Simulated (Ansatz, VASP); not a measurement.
AgCl: VASP beside Ansatz

```
Ag Cl
1.0
     3.43397    0.00000    0.00000
     0.00000    3.43397    0.00000
     0.00000    0.00000    3.39963
Ag Cl
1 1
Direct
  0.00000 0.00000 0.00000
  0.50000 0.50000 0.50000
```

Change from the starting cell: zz strain of -1 %.

Alike in both runs: task single point; functional PBE; k mesh 9 × 9 × 9; occupations fermi-dirac, width 0.01 eV; no spin polarisation.

|  | VASP | Ansatz |
| --- | --- | --- |
| version | VASP 6.6.1 | Ansatz 0.2.0 |
| potentials or method | VASP PAW PBE potentials, release 64 (Ag, Cl), cutoff 520 eV | all-electron LAPW, scalar-relativistic |

VASP gave:

| Quantity | Value |
| --- | --- |
| gap on the k mesh at the Fermi level (eV) | 0.60 |
| pressure (GPa) | 0.2 |
| traceless stress, the component that is largest in VASP (GPa) | 0.33 |

Question: Estimate Ansatz's values.

Answer: gap on the k mesh at the Fermi level (eV): 0.60; pressure (GPa): 0.4; traceless stress, the component that is largest in VASP (GPa): 0.33.

Ansatz ran all-electron here, and VASP with PAW potentials.
